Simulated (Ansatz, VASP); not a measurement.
## One calculation of TiSi2, two programs

```
Ti Si
1.0
     1.77365   -6.78073    0.00000
     1.77365    6.78073    0.00000
     0.00000    0.00000    3.57900
Ti Si
2 4
Direct
  0.89681 0.10319 0.75000
  0.10319 0.89681 0.25000
  0.55914 0.44086 0.75000
  0.44086 0.55914 0.25000
  0.24983 0.75017 0.75000
  0.75017 0.24983 0.25000
```

Alike in both runs: task single point; functional PBE; k mesh 12 × 12 × 12; occupations gaussian, width 0.15 eV; no spin polarisation.

|  | VASP | Ansatz |
| --- | --- | --- |
| version | VASP 6.6.1 | Ansatz 0.2.0 |
| potentials or method | VASP PAW PBE potentials, release 64 (Ti_sv, Si), cutoff 520 eV | scalar-relativistic, plane waves, PAW |
| valence electrons in the cell | 40 | 40 |

```tsv
	VASP	Ansatz	Ansatz less VASP
gap on the k mesh at the Fermi level (eV)	none	none	-
pressure (GPa)	0.0	0.0	-0.01
rms of the force components (eV/Å)	0.003	0.004	+0.0010
```

Atom by atom the forces differ by 0.003 eV/Å (rms over components). A gap of «none» marks a metal or a gap that the smearing closes.
